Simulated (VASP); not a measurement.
**CaO: relaxation of cell and atoms with PBE**

The system is CaO.

```xyz
2
Lattice="0.0000 2.2610 2.2610 2.2610 0.0000 2.2610 2.2610 2.2610 0.0000" Properties=species:S:1:pos:R:3 pbc="T T T"
Ca    0.0000    0.0000    0.0000
O     2.2610    2.2610    2.2610
```

```yaml
Program: VASP 6.6.1
Task: relaxation of cell and atoms
Functional: PBE
Potentials_or_basis: VASP PAW PBE potentials, release 64 (Ca_sv, O)
Cutoff: 600 eV
k_mesh: 10 × 10 × 10
Occupations: gaussian, width 0.02 eV
Spin: no spin polarisation
Target_pressure: 35 GPa
Dipole_correction: no
Further_INCAR_settings: ALGO = Normal; EDIFF = 1e-07; IBRION = 2; EDIFFG = -0.003; NSW = 50; ISIF = 3
```

The relaxed volume is 11.48 Å³/atom, the relaxed cell is a = 3.190 Å, b = 3.190 Å, c = 3.190 Å, α = 60.00°, β = 60.00°, γ = 60.00° and the space group after relaxing (to 0.1 Å) is Fm-3m (No. 225). The energy change on relaxing (the run minimises the enthalpy) is +17.1 meV/atom, the ionic steps are 3 and the pressure after relaxing is 35.0 GPa. The band gap on the k mesh is 3.48 eV (least direct gap 3.78 eV).

The path:
| step | energy change (eV) | largest force (eV/Å) | pressure (GPa) | volume (Å³) |
| --- | --- | --- | --- | --- |
| 1 | 0.0000 | 0.0000 | 33.33 | 23.12 |
| 2 | 0.0889 | 0.0000 | 37.61 | 22.71 |
| 3 | 0.0343 | 0.0000 | 35.00 | 22.96 |

Final structure:
```
Ca O
1.0
     0.00000    2.25573    2.25573
     2.25573    0.00000    2.25573
     2.25573    2.25573    0.00000
Ca O
1 1
Direct
  0.00000 0.00000 0.00000
  0.50000 0.50000 0.50000
```

Levels at points of the mesh, in eV from the valence-band top:
| k point | band 6 | band 7 | band 8 | band 9 | band 10 | band 11 |
| --- | --- | --- | --- | --- | --- | --- |
| (0.00, 0.00, 0.00) | 0.00 | 0.00 | 0.00 | 6.44 | 6.63 | 6.63 |
| (0.50, 0.00, 0.00) | -3.12 | -1.65 | -1.65 | 7.95 | 9.40 | 9.40 |
| (0.50, 0.50, 0.00) | -1.11 | -0.29 | -0.29 | 3.48 | 9.55 | 9.98 |

Wall time 55 s on 1 thread of Intel(R) Xeon(R) Platinum 8259CL CPU @ 2.50GHz (Skylake/Cascade Lake) (shared host), peak memory 0.16 GiB.

Caveat: the cell is relaxed towards a set pressure, so the run minimises the enthalpy, not the energy. A hybrid or GW would open this gap; PBE tends to underestimate it.
